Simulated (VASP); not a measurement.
# ScBPd3 (Pm-3m) in VASP: a series of runs

The runs below take ScBPd3 through single point, with PBE.

Everything below comes from runs of VASP 6.6.1. Logs are shortened: lines on timing, memory, paths and dates and some standing lists are left out, and cuts for length are marked.

### 1 The cell of the first run

The structure is cubic, space group Pm-3m (No. 221). Conventional cell: a = 4.235 Å, b = 4.235 Å, c = 4.235 Å, α = 90.00°, β = 90.00°, γ = 90.00°. Sc (site symmetry m-3m) has 12 Pd at 2.99 Å and 8 B at 3.67 Å within 3.9 Å. Within 2.8 Å of B (site symmetry m-3m) lie 6 Pd at 2.12 Å. Within 2.8 Å of Pd (site symmetry 4/mmm) lie 2 B at 2.12 Å.

### 2 Single point, PBE

Contents of INCAR:

```
SYSTEM = ScBPd3
  PREC = Accurate
  ENCUT = 520
  EDIFF = 1E-6
  ISMEAR = 1
  SIGMA = 0.3
  LREAL = .False.
  LASPH = .True.
  NELM = 100
  ALGO = Normal
  ISIF = 2
  LWAVE = .False.
  LCHARG = .False.
  GGA = PE
  NBANDS = 30
```

Contents of KPOINTS:

```
regular mesh
0
Gamma
  6 6 6
  0 0 0
```

Contents of POSCAR:

```
ScBPd3
1.0
    4.2349570000      0.0000000000      0.0000000000
    0.0000000000      4.2349570000      0.0000000000
    0.0000000000      0.0000000000      4.2349570000
Sc B Pd
1 1 3
Direct
    0.0000000000      0.0000000000      0.0000000000
    0.5000000000      0.5000000000      0.5000000000
    0.0000000000      0.5000000000      0.5000000000
    0.5000000000      0.5000000000      0.0000000000
    0.5000000000      0.0000000000      0.5000000000
```

Potentials or basis: VASP PAW PBE potentials, release 64 (Sc_sv, B, Pd).

Started as:

```bash
$ cat potpaw_PBE.64/Sc_sv/POTCAR potpaw_PBE.64/B/POTCAR potpaw_PBE.64/Pd/POTCAR > POTCAR
$ mpirun -np 1 vasp_std > vasp.out
```

OUTCAR:

```text
SYSTEM = ScBPd3
   PREC = Accurate
   ENCUT = 520
   EDIFF = 1E-6
   ISMEAR = 1
   LREAL = .False.
   LASPH = .True.
   NELM = 100
   ISIF = 2
   GGA = PE

 ion  position               nearest neighbor table
   1  0.000  0.000  0.000-   3 2.99   4 2.99   5 2.99   3 2.99   5 2.99   3 2.99   4 2.99   3 2.99
                             4 2.99   5 2.99   5 2.99   4 2.99
   2  0.500  0.500  0.500-   3 2.12   4 2.12   5 2.12   4 2.12   5 2.12   3 2.12
   3  0.000  0.500  0.500-   2 2.12   2 2.12   4 2.99   5 2.99   1 2.99   4 2.99   1 2.99   5 2.99
                             1 2.99   1 2.99   4 2.99   5 2.99   4 2.99   5 2.99
   4  0.500  0.500  0.000-   2 2.12   2 2.12   3 2.99   5 2.99   1 2.99   3 2.99   5 2.99   1 2.99
                             5 2.99   5 2.99   1 2.99   3 2.99   3 2.99   1 2.99
   5  0.500  0.000  0.500-   2 2.12   2 2.12   3 2.99   4 2.99   1 2.99   4 2.99   1 2.99   3 2.99
                             4 2.99   4 2.99   1 2.99   3 2.99   1 2.99   3 2.99

  LATTYP: Found a simple cubic cell.
 ALAT       =     4.2349570000

  Lattice vectors:

 A1 = (   4.2349570000,   0.0000000000,   0.0000000000)
 A2 = (   0.0000000000,   4.2349570000,   0.0000000000)
 A3 = (   0.0000000000,   0.0000000000,   4.2349570000)

Analysis of symmetry for initial positions (statically):
=====================================================================
 Subroutine PRICEL returns:
 Original cell was already a primitive cell.

 Routine SETGRP: Setting up the symmetry group for a
 simple cubic supercell.

 Subroutine GETGRP returns: Found 48 space group operations
 (whereof 48 operations were pure point group operations)
 out of a pool of 48 trial point group operations.

The static configuration has the point symmetry O_h .

Analysis of symmetry for dynamics (positions and initial velocities):
=====================================================================
 Subroutine PRICEL returns:
 Original cell was already a primitive cell.

 Routine SETGRP: Setting up the symmetry group for a
 simple cubic supercell.

 Subroutine GETGRP returns: Found 48 space group operations
 (whereof 48 operations were pure point group operations)
 out of a pool of 48 trial point group operations.

The dynamic configuration has the point symmetry O_h .

 Subroutine INISYM returns: Found 48 space group operations
 (whereof 48 operations are pure point group operations),
[... 96 lines left out ...]
   NELM   =    100;   NELMIN=  2; NELMDL= -5     # of ELM steps
   EDIFF  = 0.1E-05   stopping-criterion for ELM
   LREAL  =      F    real-space projection
   EDIFFG = 0.1E-04   stopping-criterion for IOM
   NSW    =      0    number of steps for IOM
   IBRION =     -1    ionic relax: 0-MD 1-quasi-New 2-CG
   NFREE  =      0    steps in history (QN), initial steepest desc. (CG)
   ISIF   =      2    stress and relaxation
   ISYM   =      2    0-nonsym 1-usesym 2-fastsym
   POTIM  = 0.5000    time-step for ionic-motion
   TEBEG  =    0.0;   TEEND  =   0.0 temperature during run
   PSTRESS=    0.0 pullay stress
   NELECT =      44.0000    total number of electrons
   NUPDOWN=      -1.0000    fix difference up-down
   EMIN   =  10.00;   EMAX   =-10.00  energy-range for DOS
   EFERMI =   0.00;   METHOD = LEGACY
   ISMEAR =     1;   SIGMA  =   0.30  broadening in eV -4-tet -1-fermi 0-gaus
   EFERMI_NEDOS =   21; number of points for ismear=-14 and -15
   IALGO  =     38    algorithm
   IMIX   =      4    mixing-type and parameters
     AMIX     =   0.40;   BMIX     =  1.00
     AMIX_MAG =   1.60;   BMIX_MAG =  1.00
  volume/ion in A,a.u.               =      15.19       102.51
  Fermi-wavevector in a.u.,A,eV,Ry     =   1.364719  2.578946 25.340296  1.862459
  Thomas-Fermi vector in A             =   2.491011
   LORBIT       =      0    0 simple, 1 ext, 2 COOP (PROOUT), +10 PAW based schemes
   GGA     = PE    functional components
   LHFCALC =     F    Hartree Fock is set to
   AEXX    =    0.0000 exact exchange contribution
   IVDW    =     0    specifies the selected vdW correction
   LEPSILON=     F    determine dielectric tensor
   LRPA    =     F    only Hartree local field effects (RPA)
 non-spin polarized calculation
 Methfessel and Paxton  Order N= 1 SIGMA  =   0.30
  energy-cutoff  :      520.00
  volume of cell :       75.95
 maximum number of plane-waves:      2103
 NGX is ok and might be reduce to    32
   NGX = 15   NGY = 15   NGZ = 15

 number of electron      43.9999994 magnetization

 Free energy of the ion-electron system (eV)
  ---------------------------------------------------
  ext. energy  EPLUGINS =         0.00000000
  ---------------------------------------------------
  free energy    TOTEN  =       -31.31210895 eV

  energy without entropy =      -31.32039801  energy(sigma->0) =      -31.31487197

 E-fermi :   8.1845     XC(G=0): -12.0092

 val. band max:        8.1380349821   @ k =   0.3333   0.3333   0.3333
 cond. band min:       8.1875260857   @ k =   0.1667   0.1667   0.0000
 fundamental gap:      0.0494911036
 Fermi energy:         8.1845199718

 k-point     1 :       0.0000    0.0000    0.0000
  band No.  band energies     occupation
      1     -42.6877      2.00000
      2     -21.2490      2.00000
      3     -21.2490      2.00000
      4     -21.2490      2.00000
      5      -2.3070      2.00000
      6       2.1028      2.00000
[... 649 lines left out ...]
     29      11.9363     -0.00000
     30      11.9363     -0.00000

------------------------ aborting loop because EDIFF is reached ----------------------------------------

  FORCE on cell =-STRESS in cart. coord.  units (eV):
  Direction    XX          YY          ZZ          XY          YZ          ZX
  --------------------------------------------------------------------------------------
  -------------------------------------------------------------------------------------
  Total       -0.4098209     -0.4098209     -0.4098209     -0.0000000      0.0000000     -0.0000000
  in kB       -8.6448544     -8.6448544     -8.6448544     -0.0000000      0.0000000     -0.0000000
  external PRESSURE =      -8.6448544 kB  Pullay stress =       0.0000000 kB

 VOLUME and BASIS-vectors are now :
 -----------------------------------------------------------------------------
  energy-cutoff  :      520.00
  volume of cell :       75.95
      direct lattice vectors                 reciprocal lattice vectors
     4.234957000  0.000000000  0.000000000     0.236129906  0.000000000  0.000000000
     0.000000000  4.234957000  0.000000000     0.000000000  0.236129906  0.000000000
     0.000000000  0.000000000  4.234957000     0.000000000  0.000000000  0.236129906

 POSITION                                       TOTAL-FORCE (eV/Angst)
 -----------------------------------------------------------------------------------
      0.00000      0.00000      0.00000         0.000000      0.000000      0.000000
      2.11748      2.11748      2.11748         0.000000      0.000000      0.000000
      0.00000      2.11748      2.11748         0.000000      0.000000      0.000000
      2.11748      2.11748      0.00000         0.000000      0.000000      0.000000
      2.11748      0.00000      2.11748         0.000000      0.000000      0.000000
 -----------------------------------------------------------------------------------
    total drift:                                0.000000     -0.000000     -0.000000

  FREE ENERGIE OF THE ION-ELECTRON SYSTEM (eV)
  ---------------------------------------------------
  free  energy   TOTEN  =       -31.3121089534 eV

  energy  without entropy=      -31.3203980147  energy(sigma->0) =      -31.31487197
```

stdout:

```text
POSCAR found type information on POSCAR ScB Pd
 POSCAR found :  3 types and       5 ions
 scaLAPACK will be used
 LDA part: xc-table for (Slater+PW92), standard interpolation
 POSCAR, INCAR and KPOINTS ok, starting setup
 FFT: planning ... GRIDC
 FFT: planning ... GRID_SOFT
 FFT: planning ... GRID
 WAVECAR not read
 entering main loop
```

Run time: 37 s. Hardware: 1 thread of Intel Xeon 6975P-C, shared host; peak memory 0.2 GiB.

What came out:

```
Free energy            : -31.3121 eV
Pressure               : -0.9 GPa
Band gap on the k mesh : zero (band 22 reaches 8.41 eV, above the bottom of band 23 at 6.65 eV)
```

### 3 Single point, PBE

Contents of INCAR:

```
PREC = Accurate
ENCUT = 520
EDIFF = 1E-6
ISMEAR = 1
SIGMA = 0.2
LREAL = False
LASPH = True
NELM = 60
ALGO = Normal
ISIF = 2
LWAVE = False
LCHARG = True
GGA = PE
LELF = True
LVHAR = True
NBANDS = 30
```

Contents of KPOINTS:

```
Automatic mesh
0
Gamma
  6 6 6
```

POSCAR is that of step 2.

Potentials or basis: VASP PAW PBE potentials, release 64 (Sc_sv, B, Pd).

Started as:

```bash
$ cat potpaw_PBE.64/Sc_sv/POTCAR potpaw_PBE.64/B/POTCAR potpaw_PBE.64/Pd/POTCAR > POTCAR
$ mpirun -np 1 vasp_std > vasp.out
```

OUTCAR:

```text
PREC = Accurate
   ENCUT = 520
   EDIFF = 1E-6
   ISMEAR = 1
   LREAL = False
   LASPH = True
   NELM = 60
   ISIF = 2
   GGA = PE

 ion  position               nearest neighbor table
   1  0.000  0.000  0.000-   3 2.99   4 2.99   5 2.99   3 2.99   5 2.99   3 2.99   4 2.99   3 2.99
                             4 2.99   5 2.99   5 2.99   4 2.99
   2  0.500  0.500  0.500-   3 2.12   4 2.12   5 2.12   4 2.12   5 2.12   3 2.12
   3  0.000  0.500  0.500-   2 2.12   2 2.12   4 2.99   5 2.99   1 2.99   4 2.99   1 2.99   5 2.99
                             1 2.99   1 2.99   4 2.99   5 2.99   4 2.99   5 2.99
   4  0.500  0.500  0.000-   2 2.12   2 2.12   3 2.99   5 2.99   1 2.99   3 2.99   5 2.99   1 2.99
                             5 2.99   5 2.99   1 2.99   3 2.99   3 2.99   1 2.99
   5  0.500  0.000  0.500-   2 2.12   2 2.12   3 2.99   4 2.99   1 2.99   4 2.99   1 2.99   3 2.99
                             4 2.99   4 2.99   1 2.99   3 2.99   1 2.99   3 2.99

  LATTYP: Found a simple cubic cell.
 ALAT       =     4.2349570000

  Lattice vectors:

 A1 = (   4.2349570000,   0.0000000000,   0.0000000000)
 A2 = (   0.0000000000,   4.2349570000,   0.0000000000)
 A3 = (   0.0000000000,   0.0000000000,   4.2349570000)

Analysis of symmetry for initial positions (statically):
[... 180 lines left out ...]
 Fermi energy:         8.1650197382

 k-point     1 :       0.0000    0.0000    0.0000
  band No.  band energies     occupation
      1     -42.6881      2.00000
      2     -21.2493      2.00000
      3     -21.2493      2.00000
      4     -21.2493      2.00000
      5      -2.3134      2.00000
      6       2.1037      2.00000
[... 649 lines left out ...]
     29      11.9350     -0.00000
     30      11.9350     -0.00000

------------------------ aborting loop because EDIFF is reached ----------------------------------------

  FORCE on cell =-STRESS in cart. coord.  units (eV):
  Direction    XX          YY          ZZ          XY          YZ          ZX
  --------------------------------------------------------------------------------------
  -------------------------------------------------------------------------------------
  Total       -0.4029087     -0.4029087     -0.4029087     -0.0000000     -0.0000000      0.0000000
  in kB       -8.4990470     -8.4990470     -8.4990470     -0.0000000     -0.0000000      0.0000000
  external PRESSURE =      -8.4990470 kB  Pullay stress =       0.0000000 kB

 VOLUME and BASIS-vectors are now :
 -----------------------------------------------------------------------------
  energy-cutoff  :      520.00
  volume of cell :       75.95
      direct lattice vectors                 reciprocal lattice vectors
     4.234957000  0.000000000  0.000000000     0.236129906  0.000000000  0.000000000
     0.000000000  4.234957000  0.000000000     0.000000000  0.236129906  0.000000000
     0.000000000  0.000000000  4.234957000     0.000000000  0.000000000  0.236129906

 POSITION                                       TOTAL-FORCE (eV/Angst)
 -----------------------------------------------------------------------------------
      0.00000      0.00000      0.00000         0.000000      0.000000      0.000000
      2.11748      2.11748      2.11748         0.000000      0.000000      0.000000
      0.00000      2.11748      2.11748         0.000000      0.000000      0.000000
      2.11748      2.11748      0.00000         0.000000      0.000000      0.000000
      2.11748      0.00000      2.11748         0.000000      0.000000      0.000000
 -----------------------------------------------------------------------------------
    total drift:                                0.000000     -0.000000     -0.000000

  FREE ENERGIE OF THE ION-ELECTRON SYSTEM (eV)
  ---------------------------------------------------
  free  energy   TOTEN  =       -31.3156846468 eV

  energy  without entropy=      -31.3228908587  energy(sigma->0) =      -31.31808672
```

stdout:

```text
POSCAR found type information on POSCAR ScB Pd
 POSCAR found :  3 types and       5 ions
 scaLAPACK will be used
 LDA part: xc-table for (Slater+PW92), standard interpolation
 POSCAR, INCAR and KPOINTS ok, starting setup
 FFT: planning ... GRIDC
 FFT: planning ... GRID_SOFT
 FFT: planning ... GRID
 WAVECAR not read
 entering main loop
```

It took 31 s on 1 thread of Intel Xeon 6975P-C, shared host; peak memory 0.2 GiB.

What came out:

| Property | Result |
| --- | --- |
| Free energy | -31.3157 eV |
| Pressure | -0.8 GPa |
| Band gap on the k mesh | zero (band 22 reaches 8.41 eV, above the bottom of band 23 at 6.65 eV) |

Levels at points of the mesh, in eV from the Fermi level:
```
           k point  band 19  band 20  band 21  band 22  band 23  band 24  band 25  band 26
(0.00, 0.00, 0.00)    -1.52    -1.52    -1.52    -1.52    -1.52     1.20     1.20     2.10
(0.50, 0.00, 0.00)    -2.67    -2.25    -1.52     0.24     0.24     0.92     1.39     1.80
(0.50, 0.50, 0.00)    -2.60    -2.38    -1.47    -0.32    -0.32     0.85     0.85     1.39
(0.50, 0.50, 0.50)    -1.64    -1.64    -0.09    -0.09    -0.09     0.31     0.31     0.31
```
